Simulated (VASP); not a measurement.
Wanted: the native input for a VASP 6.6.1 run.

* Task: single point
* Functional: PBE
* Potentials or basis: VASP PAW PBE potentials, release 64 (In_d)
* Cutoff: 520 eV
* k mesh: 18 × 18 × 18
* Occupations: fermi-dirac, width 0.08 eV
* Spin: no spin polarisation
* Dipole correction: no
* Further INCAR settings: ALGO = Normal; EDIFF = 1e-06; NBANDS = 12

The structure of In lies in POSCAR:

```
In
1.0
   -1.5169579684      1.5169579684      1.5169579684
    1.5169579684     -1.5169579684      1.5169579684
    1.5169579684      1.5169579684     -1.5169579684
In
1
Direct
    0.0000000000      0.0000000000      0.0000000000
```

These files were run (other wordings do the same):

INCAR

```
SYSTEM = In
PREC = Accurate
ENCUT = 520
EDIFF = 1E-6
ISMEAR = -1
SIGMA = 0.08
LREAL = .FALSE.
LASPH = .TRUE.
NELM = 60
ALGO = Normal
ISIF = 2
LWAVE = .FALSE.
LCHARG = .FALSE.
GGA = PE
NBANDS = 12
```

KPOINTS

```
Automatic mesh
0
G
  18 18 18
  0 0 0
```

Potentials or basis: VASP PAW PBE potentials, release 64 (In_d).

Run with:

```console
$ cat potpaw_PBE.64/In_d/POTCAR > POTCAR
$ mpirun -np 1 vasp_std > vasp.out
```

Results of the run:

* Pressure: 140.0 GPa

Run time: 17 s on 1 thread of Intel Xeon 6975P-C, on a shared host, peak memory 0.15 GiB.
